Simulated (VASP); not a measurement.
Set up this calculation in VASP 6.6.1, as the native input.

```
Task                   : single point
Functional             : PBE
Potentials or basis    : VASP PAW PBE potentials, release 64 (As)
Cutoff                 : 520 eV
k mesh                 : 11 × 11 × 11
Occupations            : fermi-dirac, width 0.03 eV
Spin                   : no spin polarisation
Dipole correction      : no
Further INCAR settings : ALGO = Normal; EDIFF = 1e-07; NBANDS = 12
```

The structure of As lies in POSCAR:

```
As
1.0
    1.9079456994      1.1015529631      3.4857700000
   -1.9079456994      1.1015529631      3.4857700000
    0.0000000000     -2.2031059263      3.4857700000
As
2
Direct
    0.2275400000      0.2275400000      0.2275400000
    0.7724600000      0.7724600000      0.7724600000
```

This cell differs from its parent crystal: x and y stretched by +1.5 %, z held.

These files were run (other wordings do the same):

INCAR

```
PREC = Accurate
ENCUT = 520
EDIFF = 1E-7
ISMEAR = -1
SIGMA = 0.03
LREAL = F
LASPH = T
NELM = 80
ALGO = Normal
ISIF = 2
LWAVE = F
LCHARG = F
GGA = PE
NBANDS = 12
```

KPOINTS

```
Automatic mesh
0
Gamma
  11 11 11
```

Potentials or basis: VASP PAW PBE potentials, release 64 (As).

The run is started by

```sh
$ cat potpaw_PBE.64/As/POTCAR > POTCAR
$ mpirun -np 1 vasp_std > vasp.out
```

It gave:

The pressure is 1.2 GPa. The largest force is 0.125 eV/Å. The band gap on the k mesh is zero (bands 5 and 6 overlap by 0.27 eV).

Caveat: the cell differs from its parent crystal (x and y stretched by +1.5 %, z held).

It took 40 s on 1 thread of AMD EPYC 9R14 (Zen 4) (shared host), peak memory 0.18 GiB.
